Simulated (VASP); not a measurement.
# Be3ZnSe4 (P-43m) in VASP: vibrations by perturbation theory with PBE

Aim: the vibrations by perturbation theory of Be3ZnSe4 with PBE.

Program: VASP 6.6.1. These are calculated values, not measurements. Logs are shortened: lines on timing, memory, paths and dates and some standing lists are left out, and cuts for length are marked.

### Step 1. The cell of the first run

The structure is cubic, space group P-43m (No. 215). Conventional cell: a = 5.320 Å, b = 5.320 Å, c = 5.320 Å, α = 90.00°, β = 90.00°, γ = 90.00°. Within 3.0 Å of Be (site symmetry -42m) lie 4 Se at 2.27 Å. Zn (site symmetry -43m) has 4 Se at 2.42 Å within 3.2 Å. Within 3.0 Å of Se (site symmetry 3m) lie 3 Be at 2.27 Å and 1 Zn at 2.42 Å.

### Step 2. Vibrations by perturbation theory, PBE

INCAR

```
ALGO = Normal
EDIFF = 1E-8
ENCUT = 520
GGA = PE
IBRION = 8
ISIF = 2
ISMEAR = 0
LASPH = True
LCHARG = False
LEPSILON = True
LREAL = False
LWAVE = False
NELM = 100
NSW = 1
PREC = Accurate
SIGMA = 0.01
```

KPOINTS

```
k-points
0
Gamma
  4 4 4
```

POSCAR

```
Be3ZnSe4
1.0
    5.3202170294      0.0000000000      0.0000000000
    0.0000000000      5.3202170294      0.0000000000
    0.0000000000      0.0000000000      5.3202170294
Be Zn Se
3 1 4
Direct
    0.5000000000      0.0000000000      0.0000000000
    0.0000000000      0.0000000000      0.5000000000
    0.0000000000      0.5000000000      0.0000000000
    0.5000000000      0.5000000000      0.5000000000
    0.7628043431      0.2371956569      0.7628043431
    0.7628043431      0.7628043431      0.2371956569
    0.2371956569      0.2371956569      0.2371956569
    0.2371956569      0.7628043431      0.7628043431
```

Potentials or basis: VASP PAW PBE potentials, release 64 (Be, Zn, Se).

On the command line:

```bash
cat potpaw_PBE.64/Be/POTCAR potpaw_PBE.64/Zn/POTCAR potpaw_PBE.64/Se/POTCAR > POTCAR
mpirun -np 1 vasp_std > vasp.out
```

OUTCAR:

```text
EDIFF = 1E-8
   ENCUT = 520
   GGA = PE
   IBRION = 8
   ISIF = 2
   ISMEAR = 0
   LASPH = True
   LEPSILON = True
   LREAL = False
   NELM = 100
   NSW = 1
   PREC = Accurate

 ion  position               nearest neighbor table
   1  0.500  0.000  0.000-   5 2.27   6 2.27   7 2.27   8 2.27
   2  0.000  0.000  0.500-   5 2.27   6 2.27   7 2.27   8 2.27
   3  0.000  0.500  0.000-   5 2.27   6 2.27   7 2.27   8 2.27
   4  0.500  0.500  0.500-   5 2.42   6 2.42   7 2.42   8 2.42
   5  0.763  0.237  0.763-   1 2.27   2 2.27   3 2.27   4 2.42
   6  0.763  0.763  0.237-   1 2.27   2 2.27   3 2.27   4 2.42
   7  0.237  0.237  0.237-   1 2.27   2 2.27   3 2.27   4 2.42
   8  0.237  0.763  0.763-   1 2.27   2 2.27   3 2.27   4 2.42

  LATTYP: Found a simple cubic cell.
 ALAT       =     5.3202170294

  Lattice vectors:

 A1 = (   5.3202170294,   0.0000000000,   0.0000000000)
 A2 = (   0.0000000000,   5.3202170294,   0.0000000000)
 A3 = (   0.0000000000,   0.0000000000,   5.3202170294)

Analysis of symmetry for initial positions (statically):
=====================================================================
 Subroutine PRICEL returns:
 Original cell was already a primitive cell.

 Routine SETGRP: Setting up the symmetry group for a
 simple cubic supercell.

 Subroutine GETGRP returns: Found 24 space group operations
 (whereof 24 operations were pure point group operations)
 out of a pool of 48 trial point group operations.

The static configuration has the point symmetry T_d .

Analysis of symmetry for dynamics (positions and initial velocities):
=====================================================================
 Subroutine PRICEL returns:
 Original cell was already a primitive cell.
[... 601 lines left out ...]
               1X          1Y          1Z          2X          2Y          2Z          3X          3Y          3Z          4X          4Y          4Z          5X          5Y          5Z          6X          6Y          6Z          7X          7Y          7Z          8X          8Y          8Z
  1X    -7.031027   -0.000000   -0.000000    1.112147   -0.000000   -0.000000    1.112147   -0.000000    0.000000   -1.427460    0.000000    0.000000    1.558548    1.004096   -1.004096    1.558548   -1.004096    1.004096    1.558548   -1.004096   -1.004096    1.558548    1.004096    1.004096
  1Y     0.000000   -6.744487    0.000000    0.000000   -1.774324    0.000000    0.000000    1.110731    0.000000    0.000000    1.068175    0.000000    0.964204    1.584976   -0.795107   -0.964204    1.584976   -0.795107   -0.964204    1.584976    0.795107    0.964204    1.584976    0.795107
  1Z     0.000000    0.000000   -6.744487    0.000000    0.000000    1.110731    0.000000    0.000000   -1.774324    0.000000    0.000000    1.068175   -0.964204   -0.795107    1.584976    0.964204   -0.795107    1.584976   -0.964204    0.795107    1.584976    0.964204    0.795107    1.584976
  2X     1.110731    0.000000    0.000000   -6.744487    0.000000    0.000000   -1.774324    0.000000    0.000000    1.068175    0.000000    0.000000    1.584976   -0.795107   -0.964204    1.584976    0.795107    0.964204    1.584976    0.795107   -0.964204    1.584976   -0.795107    0.964204
  2Y     0.000000   -1.774324    0.000000    0.000000   -6.744487    0.000000    0.000000    1.110731    0.000000    0.000000    1.068175    0.000000   -0.795107    1.584976    0.964204    0.795107    1.584976    0.964204    0.795107    1.584976   -0.964204   -0.795107    1.584976   -0.964204
  2Z    -0.000000    0.000000    1.112147   -0.000000   -0.000000   -7.031027    0.000000   -0.000000    1.112147    0.000000    0.000000   -1.427460   -1.004096    1.004096    1.558548    1.004096    1.004096    1.558548   -1.004096   -1.004096    1.558548    1.004096   -1.004096    1.558548
  3X     1.110731    0.000000    0.000000   -1.774324    0.000000    0.000000   -6.744487    0.000000    0.000000    1.068175    0.000000    0.000000    1.584976    0.964204    0.795107    1.584976   -0.964204   -0.795107    1.584976   -0.964204    0.795107    1.584976    0.964204   -0.795107
  3Y    -0.000000    1.112147    0.000000    0.000000    1.112147   -0.000000   -0.000000   -7.031027   -0.000000    0.000000   -1.427460    0.000000    1.004096    1.558548    1.004096   -1.004096    1.558548    1.004096   -1.004096    1.558548   -1.004096    1.004096    1.558548   -1.004096
  3Z     0.000000    0.000000   -1.774324    0.000000    0.000000    1.110731    0.000000    0.000000   -6.744487    0.000000    0.000000    1.068175    0.795107    0.964204    1.584976   -0.795107    0.964204    1.584976    0.795107   -0.964204    1.584976   -0.795107   -0.964204    1.584976
  4X    -1.414820    0.000000    0.000000    1.099249    0.000000    0.000000    1.099249    0.000000    0.000000   -7.789754    0.000000    0.000000    1.751519   -1.691956    1.691956    1.751519    1.691956   -1.691956    1.751519    1.691956    1.691956    1.751519   -1.691956   -1.691956
  4Y     0.000000    1.099249   -0.000000    0.000000    1.099249   -0.000000    0.000000   -1.414820   -0.000000    0.000000   -7.789754   -0.000000   -1.691956    1.751519   -1.691956    1.691956    1.751519   -1.691956    1.691956    1.751519    1.691956   -1.691956    1.751519    1.691956
  4Z    -0.000000    0.000000    1.099249    0.000000    0.000000   -1.414820    0.000000    0.000000    1.099249   -0.000000   -0.000000   -7.789754    1.691956   -1.691956    1.751519   -1.691956   -1.691956    1.751519    1.691956    1.691956    1.751519   -1.691956    1.691956    1.751519
  5X     1.563120    0.962663   -0.962663    1.582902   -0.795824   -1.004042    1.582902    1.004042    0.795824    1.718892   -1.692227    1.692227   -9.242105    0.693115   -0.693115   -0.251992    0.020091   -0.020091    1.523140   -0.018375    0.173484    1.523140   -0.173484    0.018375
  5Y     1.004042    1.582902   -0.795824   -0.795824    1.582902    1.004042    0.962663    1.563120    0.962663   -1.692227    1.718892   -1.692227    0.693115   -9.242105    0.693115   -0.018375    1.523140   -0.173484    0.020091   -0.251992    0.020091   -0.173484    1.523140   -0.018375
  5Z    -1.004042   -0.795824    1.582902   -0.962663    0.962663    1.563120    0.795824    1.004042    1.582902    1.692227   -1.692227    1.718892   -0.693115    0.693115   -9.242105    0.018375   -0.173484    1.523140    0.173484   -0.018375    1.523140   -0.020091    0.020091   -0.251992
  6X     1.563120   -0.962663    0.962663    1.582902    0.795824    1.004042    1.582902   -1.004042   -0.795824    1.718892    1.692227   -1.692227   -0.251992   -0.020091    0.020091   -9.242105   -0.693115    0.693115    1.523140    0.173484   -0.018375    1.523140    0.018375   -0.173484
  6Y    -1.004042    1.582902   -0.795824    0.795824    1.582902    1.004042   -0.962663    1.563120    0.962663    1.692227    1.718892   -1.692227    0.018375    1.523140   -0.173484   -0.693115   -9.242105    0.693115    0.173484    1.523140   -0.018375   -0.020091   -0.251992    0.020091
  6Z     1.004042   -0.795824    1.582902    0.962663    0.962663    1.563120   -0.795824    1.004042    1.582902   -1.692227   -1.692227    1.718892   -0.018375   -0.173484    1.523140    0.693115    0.693115   -9.242105    0.020091    0.020091   -0.251992   -0.173484   -0.018375    1.523140
  7X     1.563120   -0.962663   -0.962663    1.582902    0.795824   -1.004042    1.582902   -1.004042    0.795824    1.718892    1.692227    1.692227    1.523140    0.018375    0.173484    1.523140    0.173484    0.018375   -9.242105   -0.693115   -0.693115   -0.251992   -0.020091   -0.020091
  7Y    -1.004042    1.582902    0.795824    0.795824    1.582902   -1.004042   -0.962663    1.563120   -0.962663    1.692227    1.718892    1.692227   -0.020091   -0.251992   -0.020091    0.173484    1.523140    0.018375   -0.693115   -9.242105   -0.693115    0.018375    1.523140    0.173484
  7Z    -1.004042    0.795824    1.582902   -0.962663   -0.962663    1.563120    0.795824   -1.004042    1.582902    1.692227    1.692227    1.718892    0.173484    0.018375    1.523140   -0.020091   -0.020091   -0.251992   -0.693115   -0.693115   -9.242105    0.018375    0.173484    1.523140
  8X     1.563120    0.962663    0.962663    1.582902   -0.795824    1.004042    1.582902    1.004042   -0.795824    1.718892   -1.692227   -1.692227    1.523140   -0.173484   -0.018375    1.523140   -0.018375   -0.173484   -0.251992    0.020091    0.020091   -9.242105    0.693115    0.693115
  8Y     1.004042    1.582902    0.795824   -0.795824    1.582902   -1.004042    0.962663    1.563120   -0.962663   -1.692227    1.718892    1.692227   -0.173484    1.523140    0.018375    0.020091   -0.251992   -0.020091   -0.018375    1.523140    0.173484    0.693115   -9.242105   -0.693115
  8Z     1.004042    0.795824    1.582902    0.962663   -0.962663    1.563120   -0.795824   -1.004042    1.582902   -1.692227    1.692227    1.718892    0.020091   -0.020091   -0.251992   -0.173484    0.018375    1.523140   -0.018375    0.173484    1.523140    0.693115   -0.693115   -9.242105

 Eigenvectors and eigenvalues of the dynamical matrix
 ----------------------------------------------------

   1 f  =   16.177592 THz   101.646808 2PiTHz  539.626381 cm-1    66.905114 meV
             X         Y         Z           dx          dy          dz
      2.660109  0.000000  0.000000     0.288865    0.400733   -0.292642
      0.000000  0.000000  2.660109    -0.341302    0.400733    0.247681
      0.000000  2.660109  0.000000    -0.341302   -0.339166   -0.292642
      2.660109  2.660109  2.660109     0.045831   -0.053812    0.039297
      4.058285  1.261932  4.058285     0.039625   -0.042173    0.037539
      4.058285  4.058285  1.261932     0.006130   -0.025686    0.021051
      1.261932  1.261932  1.261932     0.020267   -0.011549    0.018180
      1.261932  4.058285  4.058285     0.025488   -0.028036    0.001693
[... 243 lines left out ...]
  24 f/i=    0.041167 THz     0.258659 2PiTHz    1.373177 cm-1     0.170252 meV
             X         Y         Z           dx          dy          dz
      2.660109  0.000000  0.000000     0.129026    0.077731    0.003011
      0.000000  0.000000  2.660109     0.127311    0.077731    0.003051
      0.000000  2.660109  0.000000     0.127311    0.078778    0.003011
      2.660109  2.660109  2.660109     0.333976    0.203912    0.007898
      4.058285  1.261932  4.058285     0.377940    0.232199    0.008062
      4.058285  4.058285  1.261932     0.375392    0.227858    0.012403
      1.261932  1.261932  1.261932     0.375289    0.227755    0.005411
      1.261932  4.058285  4.058285     0.378042    0.232096    0.009753

--------------------------------------------------------------------------------------------------------

 MACROSCOPIC STATIC DIELECTRIC TENSOR IONIC CONTRIBUTION
 ------------------------------------------------------
           2.299851     0.000000     0.000000
           0.000000     2.299851    -0.000000
           0.000000    -0.000000     2.299851
 ------------------------------------------------------

 ELASTIC MODULI CONTR FROM IONIC RELAXATION (kBar)
 Direction    XX          YY          ZZ          XY          YZ          ZX
 --------------------------------------------------------------------------------
 XX          -2.6915     -2.6910     -2.6910      0.0000      0.0000     -0.0000
 YY          -2.6910     -2.6915     -2.6910     -0.0000      0.0000      0.0000
 ZZ          -2.6910     -2.6910     -2.6915     -0.0000      0.0000     -0.0000
 XY           0.0000      0.0000      0.0000   -129.9647     -0.0000      0.0000
 YZ           0.0000      0.0000      0.0000     -0.0000   -129.9647     -0.0000
 ZX           0.0000      0.0000      0.0000      0.0000     -0.0000   -129.9647
 --------------------------------------------------------------------------------

 PIEZOELECTRIC TENSOR IONIC CONTR  for field in x, y, z        (C/m^2)
          XX          YY          ZZ          XY          YZ          ZX
  --------------------------------------------------------------------------------
  x     0.00000     0.00000     0.00000    -0.00000    -0.48126    -0.00000
  y     0.00000    -0.00000    -0.00000     0.00000    -0.00000    -0.48126
  z     0.00000     0.00000     0.00000    -0.48126    -0.00000     0.00000
```

Wall time 19 min (1 thread of Intel Xeon Platinum 8259CL at 2.50GHz (Skylake/Cascade Lake), shared host); peak memory 0.64 GiB.

Results:

* Electronic dielectric tensor (diagonal): 6.39
* Born charges (mean of the diagonal): Be +1.67; Zn +1.93; Se -1.73 e
* Highest phonon frequency at Γ, LO-TO splitting left out: 540 cm⁻¹

Phonon frequencies in cm⁻¹ (negative: imaginary):
| q point | frequencies |
| --- | --- |
| (0.000, 0.000, 0.000) | -1 -1 -1 104 104 104 135 135 135 201 201 221 235 235 235 400 400 400 448 448 448 540 540 540 |

Electronic dielectric tensor:
```
6.39 0.00 0.00
0.00 6.39 0.00
0.00 0.00 6.39
```

Born effective charge tensors (e):
atom 1, Be
```
1.87 0.00 0.00
0.00 1.57 0.00
0.00 0.00 1.57
```
atom 2, Be
```
1.57 0.00 0.00
0.00 1.57 0.00
0.00 0.00 1.87
```
atom 3, Be
```
1.57 0.00 0.00
0.00 1.87 0.00
0.00 0.00 1.57
```
atom 4, Zn
```
1.93 0.00 0.00
0.00 1.93 0.00
0.00 0.00 1.93
```
atom 5, Se
```
-1.73 -0.05  0.05
-0.05 -1.73 -0.05
 0.05 -0.05 -1.73
```
atom 6, Se
```
-1.73  0.05 -0.05
 0.05 -1.73 -0.05
-0.05 -0.05 -1.73
```
atom 7, Se
```
-1.73  0.05  0.05
 0.05 -1.73  0.05
 0.05  0.05 -1.73
```
atom 8, Se
```
-1.73 -0.05 -0.05
-0.05 -1.73  0.05
-0.05  0.05 -1.73
```
